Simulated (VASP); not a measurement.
# BiTe in VASP: notebook

Runs on BiTe. Level: PBEsol. Tasks: single point.

All numbers are computed with VASP 6.6.1; they aren't measurements. Logs are shortened: lines on timing, memory, paths and dates and some standing lists are left out, and cuts for length are marked.

## 1. The cell of the first run

The structure is cubic, space group F-43m (No. 216). Conventional cell: a = 7.025 Å, b = 7.025 Å, c = 7.025 Å, α = 90.00°, β = 90.00°, γ = 90.00°. Within 4.0 Å of Bi (site symmetry -43m) lie 4 Te at 3.04 Å. Te (site symmetry -43m) has 4 Bi at 3.04 Å within 4.0 Å.

## 2. Single point, PBEsol (volume scaled by 0.960)

Input file INCAR:

```
PREC     = Accurate       # precision mode
ENCUT    = 520            # plane-wave cutoff, eV
EDIFF    = 1E-6           # SCF threshold, eV
ISMEAR   = 0              # smearing method
SIGMA    = 0.05           # smearing width, eV
LREAL    = F              # projectors in reciprocal space
LASPH    = T              # aspherical terms in the spheres
NELM     = 100            # most SCF steps
ALGO     = Normal         # electronic algorithm
ISIF     = 2              # what is computed and relaxed
LWAVE    = F              # write WAVECAR
LCHARG   = F              # write CHGCAR
GGA      = PS             # functional
NBANDS   = 18             # bands
```

Input file KPOINTS:

```
Automatic mesh
0
Gamma
  8 8 8
```

Input file POSCAR:

```
BiTe
1.0
    0.0000000000      3.5126297736      3.5126297736
    3.5126297736      0.0000000000      3.5126297736
    3.5126297736      3.5126297736      0.0000000000
Bi Te
1 1
Direct
    0.0000000000      0.0000000000      0.0000000000
    0.2500000000      0.2500000000      0.2500000000
```

Potentials or basis: VASP PAW PBE potentials, release 64 (Bi_d, Te).

Run with:

```sh
> cat potpaw_PBE.64/Bi_d/POTCAR potpaw_PBE.64/Te/POTCAR > POTCAR
> mpirun -np 1 vasp_std > vasp.out
```

OUTCAR:

```text
PREC = Accurate
   ENCUT = 520
   EDIFF = 1E-6
   ISMEAR = 0
   LREAL = F
   LASPH = T
   NELM = 100
   ISIF = 2
   GGA = PS

 ion  position               nearest neighbor table
   1  0.000  0.000  0.000-   2 3.04   2 3.04   2 3.04   2 3.04
   2  0.250  0.250  0.250-   1 3.04   1 3.04   1 3.04   1 3.04

  LATTYP: Found a face centered cubic cell.
 ALAT       =     7.0252595472

  Lattice vectors:

 A1 = (   0.0000000000,   3.5126297736,   3.5126297736)
 A2 = (   3.5126297736,   0.0000000000,   3.5126297736)
 A3 = (   3.5126297736,   3.5126297736,   0.0000000000)

Analysis of symmetry for initial positions (statically):
=====================================================================
 Subroutine PRICEL returns:
 Original cell was already a primitive cell.

 Routine SETGRP: Setting up the symmetry group for a
 face centered cubic supercell.

 Subroutine GETGRP returns: Found 24 space group operations
 (whereof 24 operations were pure point group operations)
 out of a pool of 48 trial point group operations.

The static configuration has the point symmetry T_d .

Analysis of symmetry for dynamics (positions and initial velocities):
=====================================================================
 Subroutine PRICEL returns:
 Original cell was already a primitive cell.

 Routine SETGRP: Setting up the symmetry group for a
 face centered cubic supercell.

 Subroutine GETGRP returns: Found 24 space group operations
 (whereof 24 operations were pure point group operations)
 out of a pool of 48 trial point group operations.

The dynamic configuration has the point symmetry T_d .

 Subroutine INISYM returns: Found 24 space group operations
 (whereof 24 operations are pure point group operations),
 and found     1 'primitive' translations

----------------------------------------------------------------------------------------

                                     Primitive cell

  volume of cell :      86.6816

  direct lattice vectors                    reciprocal lattice vectors
     0.000000000  3.512629774  3.512629774    -0.142343495  0.142343495  0.142343495
     3.512629774  0.000000000  3.512629774     0.142343495 -0.142343495  0.142343495
     3.512629774  3.512629774  0.000000000     0.142343495  0.142343495 -0.142343495

  length of vectors
     4.967608665  4.967608665  4.967608665     0.246546166  0.246546166  0.246546166

  position of ions in fractional coordinates (direct lattice)
[... 66 lines left out ...]
   ions per type =               1   1
   NGX,Y,Z   is equivalent  to a cutoff of  13.39, 13.39, 13.39 a.u.
   NGXF,Y,Z  is equivalent  to a cutoff of  26.77, 26.77, 26.77 a.u.
 SYSTEM =  unknown system
   PREC   = accura    normal or accurate (medium, high low for compatibility)
   ISTART =      0    job   : 0-new  1-cont  2-samecut
   ICHARG =      2    charge: 1-file 2-atom 10-const
   ISPIN  =      1    spin polarized calculation?
   LNONCOLLINEAR =      F non collinear calculations
   LSORBIT =      F    spin-orbit coupling
   LASPH  =      T    aspherical Exc in radial PAW
   ENCUT  =  520.0 eV  38.22 Ry    6.18 a.u.   9.24  9.24  9.24*2*pi/ulx,y,z
   NELM   =    100;   NELMIN=  2; NELMDL= -5     # of ELM steps
   EDIFF  = 0.1E-05   stopping-criterion for ELM
   LREAL  =      F    real-space projection
[... 7 lines left out ...]
   TEBEG  =    0.0;   TEEND  =   0.0 temperature during run
   PSTRESS=    0.0 pullay stress
   NELECT =      21.0000    total number of electrons
   NUPDOWN=      -1.0000    fix difference up-down
   EMIN   =  10.00;   EMAX   =-10.00  energy-range for DOS
   EFERMI =   0.00;   METHOD = LEGACY
   ISMEAR =     0;   SIGMA  =   0.05  broadening in eV -4-tet -1-fermi 0-gaus
   EFERMI_NEDOS =   21; number of points for ismear=-14 and -15
   IALGO  =     38    algorithm
   IMIX   =      4    mixing-type and parameters
     AMIX     =   0.40;   BMIX     =  1.00
     AMIX_MAG =   1.60;   BMIX_MAG =  1.00
  volume/ion in A,a.u.               =      43.34       292.48
  Fermi-wavevector in a.u.,A,eV,Ry     =   1.020561  1.928580 14.171071  1.041544
  Thomas-Fermi vector in A             =   2.154137
   LORBIT       =      0    0 simple, 1 ext, 2 COOP (PROOUT), +10 PAW based schemes
   GGA     = PS    functional components
   LHFCALC =     F    Hartree Fock is set to
   AEXX    =    0.0000 exact exchange contribution
   IVDW    =     0    specifies the selected vdW correction
   LEPSILON=     F    determine dielectric tensor
   LRPA    =     F    only Hartree local field effects (RPA)
 non-spin polarized calculation
 Gauss-broadening in eV      SIGMA  =   0.05
  energy-cutoff  :      520.00
  volume of cell :       86.68
 maximum number of plane-waves:      2357
 NGX is ok and might be reduce to    40
   NGX = 19   NGY = 19   NGZ = 19

 number of electron      21.0000001 magnetization

 Free energy of the ion-electron system (eV)
  ---------------------------------------------------
  ext. energy  EPLUGINS =         0.00000000
  ---------------------------------------------------
  free energy    TOTEN  =        -7.28719123 eV

  energy without entropy =       -7.28297789  energy(sigma->0) =       -7.28508456

 E-fermi :   4.5063     XC(G=0):  -8.2853

 val. band max:        4.4933184678   @ k =  -0.3750   0.3750   0.1250
 cond. band min:       4.5626050035   @ k =   0.3750   0.1250   0.0000
 fundamental gap:      0.0692865356
 Fermi energy:         4.5063255900

 k-point     1 :       0.0000    0.0000    0.0000
  band No.  band energies     occupation
      1     -18.9232      2.00000
      2     -18.9232      2.00000
      3     -18.9232      2.00000
      4     -18.9038      2.00000
      5     -18.9038      2.00000
      6      -9.1111      2.00000
[... 481 lines left out ...]
      5     -18.9033      2.00000
      6      -7.8787      2.00000
[... 10 lines left out ...]
     17      11.2695      0.00000
     18      13.2848      0.00000

 [... further k-points ...]
[... 5 lines left out ...]
  --------------------------------------------------------------------------------------
  -------------------------------------------------------------------------------------
  Total        0.7540970      0.7540970      0.7540970     -0.0000000      0.0000000      0.0000000
  in kB       13.9383279     13.9383279     13.9383279     -0.0000000      0.0000000      0.0000000
  external PRESSURE =      13.9383279 kB  Pullay stress =       0.0000000 kB

 VOLUME and BASIS-vectors are now :
 -----------------------------------------------------------------------------
  energy-cutoff  :      520.00
  volume of cell :       86.68
      direct lattice vectors                 reciprocal lattice vectors
     0.000000000  3.512629774  3.512629774    -0.142343495  0.142343495  0.142343495
     3.512629774  0.000000000  3.512629774     0.142343495 -0.142343495  0.142343495
     3.512629774  3.512629774  0.000000000     0.142343495  0.142343495 -0.142343495

 POSITION                                       TOTAL-FORCE (eV/Angst)
 -----------------------------------------------------------------------------------
      0.00000      0.00000      0.00000         0.000000      0.000000      0.000000
      1.75631      1.75631      1.75631        -0.000000     -0.000000     -0.000000
 -----------------------------------------------------------------------------------
    total drift:                               -0.000000     -0.000000     -0.000000

  FREE ENERGIE OF THE ION-ELECTRON SYSTEM (eV)
  ---------------------------------------------------
  free  energy   TOTEN  =        -7.2871912343 eV

  energy  without entropy=       -7.2829778949  energy(sigma->0) =       -7.28508456
```

Wall time 48 s (1 thread of Intel Xeon Platinum 8488C (Sapphire Rapids), shared host); peak memory 0.25 GiB.

Results:

| Quantity | Value |
| --- | --- |
| Free energy | -7.2872 eV |
| Pressure | 1.4 GPa |

Caveat: the cell differs from its parent crystal (volume scaled by 0.960); the PAW data sets were made with another functional, which shifts forces and pressure a little; spin-orbit coupling is left out, which moves the levels of the heavy elements.

## 3. Single point, PBEsol (volume scaled by 0.980)

Input file INCAR:

```
PREC = Accurate
ENCUT = 520
EDIFF = 1E-6
ISMEAR = 0
SIGMA = 0.05
LREAL = False
LASPH = True
NELM = 60
ALGO = Normal
ISIF = 2
LWAVE = False
LCHARG = False
GGA = PS
NBANDS = 18
```

Input file KPOINTS:

```
regular mesh
0
Gamma
  8 8 8
```

Input file POSCAR:

```
BiTe
1.0
    0.0000000000      3.5368555721      3.5368555721
    3.5368555721      0.0000000000      3.5368555721
    3.5368555721      3.5368555721      0.0000000000
Bi Te
1 1
Direct
    0.0000000000      0.0000000000      0.0000000000
    0.2500000000      0.2500000000      0.2500000000
```

Potentials or basis: VASP PAW PBE potentials, release 64 (Bi_d, Te).

Run with:

```sh
> cat potpaw_PBE.64/Bi_d/POTCAR potpaw_PBE.64/Te/POTCAR > POTCAR
> mpirun -np 1 vasp_std > vasp.out
```

Run time: 52 s. Hardware: 1 thread of Intel Xeon Platinum 8488C (Sapphire Rapids), shared host; peak memory 0.25 GiB.

The run converged. Its results:

| Property | Result |
| --- | --- |
| Free energy | -7.2989 eV |
| Pressure | 0.6 GPa |

Levels at points of the mesh, in eV from the Fermi level:
```tsv
k point	band 7	band 8	band 9	band 10	band 11	band 12	band 13	band 14	band 15	band 16
(0.00, 0.00, 0.00)	-8.54	-2.88	-2.88	-2.88	-0.22	-0.22	-0.22	2.84	5.97	5.97
(0.50, 0.00, 0.00)	-10.41	-3.55	-3.55	-3.55	0.75	0.75	2.43	4.67	5.55	6.24
(0.50, 0.50, 0.00)	-11.46	-4.30	-4.30	-1.94	-1.13	2.95	2.95	4.67	5.60	7.65
```

Caveat: the cell differs from its parent crystal (volume scaled by 0.980); the PAW data sets were made with another functional, which shifts forces and pressure a little; spin-orbit coupling is left out, which moves the levels of the heavy elements.

## 4. Single point, PBEsol

This run uses another cell than the first one, of 45.15 Å³/atom, 1.042 times its volume.

Input file INCAR:

```
SYSTEM = BiTe
PREC     = Accurate       ! precision mode
ENCUT    = 520            ! plane-wave cutoff, eV
EDIFF    = 1E-7           ! SCF threshold, eV
ISMEAR   = 0              ! smearing method
SIGMA    = 0.05           ! smearing width, eV
LREAL    = .False.        ! projectors in reciprocal space
LASPH    = .True.         ! aspherical terms in the spheres
NELM     = 60             ! most SCF steps
ALGO     = Normal         ! electronic algorithm
ISIF     = 2              ! what is computed and relaxed
LWAVE    = .False.        ! write WAVECAR
LCHARG   = .True.         ! write CHGCAR
GGA      = PS             ! functional
LELF     = .True.         ! ELF
LVHAR    = .True.       
NBANDS   = 18             ! bands
```

Input file KPOINTS:

```
Automatic mesh
0
Gamma
  8 8 8
  0 0 0
```

Input file POSCAR:

```
BiTe
1.0
    0.0000000000      3.5607539698      3.5607539698
    3.5607539698      0.0000000000      3.5607539698
    3.5607539698      3.5607539698      0.0000000000
Bi Te
1 1
Direct
    0.0000000000      0.0000000000      0.0000000000
    0.2500000000      0.2500000000      0.2500000000
```

Run with:

```sh
> cat potpaw_PBE.64/Bi_d/POTCAR potpaw_PBE.64/Te/POTCAR > POTCAR
> mpirun -np 1 vasp_std > vasp.out
```

Wall time 59 s (1 thread of Intel Xeon Platinum 8488C (Sapphire Rapids), shared host); peak memory 0.26 GiB.

The run converged. Its results:

- Free energy: -7.3027 eV
- Pressure: 0.0 GPa

Levels at points of the mesh, in eV from the Fermi level:
| k point | band 7 | band 8 | band 9 | band 10 | band 11 | band 12 | band 13 | band 14 | band 15 | band 16 |
| --- | --- | --- | --- | --- | --- | --- | --- | --- | --- | --- |
| (0.00, 0.00, 0.00) | -8.60 | -2.83 | -2.83 | -2.83 | -0.20 | -0.20 | -0.20 | 2.86 | 5.97 | 5.97 |
| (0.50, 0.00, 0.00) | -10.38 | -3.49 | -3.48 | -3.48 | 0.75 | 0.75 | 2.34 | 4.69 | 5.52 | 6.22 |
| (0.50, 0.50, 0.00) | -11.40 | -4.21 | -4.21 | -1.92 | -1.09 | 2.87 | 2.87 | 4.66 | 5.54 | 7.63 |

Caveat: the PAW data sets were made with another functional, which shifts forces and pressure a little; spin-orbit coupling is left out, which moves the levels of the heavy elements.

## 5. Single point, PBEsol (volume scaled by 1.040)

Input file INCAR:

```
SYSTEM = BiTe
  PREC = Accurate
  ENCUT = 520
  EDIFF = 1E-6
  ISMEAR = 0
  SIGMA = 0.05
  LREAL = .FALSE.
  LASPH = .TRUE.
  NELM = 100
  ALGO = Normal
  ISIF = 2
  LWAVE = .FALSE.
  LCHARG = .TRUE.
  GGA = PS
  LELF = .TRUE.
  LVHAR = .TRUE.
  NBANDS = 18
```

Input file KPOINTS:

```
regular mesh
0
G
  8 8 8
  0 0 0
```

Input file POSCAR:

```
BiTe
1.0
    0.0000000000      3.6076113692      3.6076113692
    3.6076113692      0.0000000000      3.6076113692
    3.6076113692      3.6076113692      0.0000000000
Bi Te
1 1
Direct
    0.0000000000      0.0000000000      0.0000000000
    0.2500000000      0.2500000000      0.2500000000
```

Run with:

```sh
> cat potpaw_PBE.64/Bi_d/POTCAR potpaw_PBE.64/Te/POTCAR > POTCAR
> mpirun -np 1 vasp_std > vasp.out
```

Run time: 59 s. Hardware: 1 thread of Intel Xeon Platinum 8488C (Sapphire Rapids), shared host; peak memory 0.26 GiB.

The run converged. Its results:

| Property | Result |
| --- | --- |
| Free energy | -7.2898 eV |
| Pressure | -1.2 GPa |

Levels at points of the mesh, in eV from the Fermi level:
```tsv
k point	band 8	band 9	band 10	band 11	band 12	band 13	band 14	band 15
(0.00, 0.00, 0.00)	-2.74	-2.74	-2.74	-0.17	-0.17	-0.17	2.89	5.97
(0.50, 0.00, 0.00)	-3.39	-3.35	-3.35	0.75	0.75	2.18	4.72	5.48
(0.50, 0.50, 0.00)	-4.04	-4.04	-1.87	-1.03	2.72	2.72	4.62	5.43
```

Caveat: the cell differs from its parent crystal (volume scaled by 1.040); the PAW data sets were made with another functional, which shifts forces and pressure a little; spin-orbit coupling is left out, which moves the levels of the heavy elements.

(Continued in part 2 of 2.)
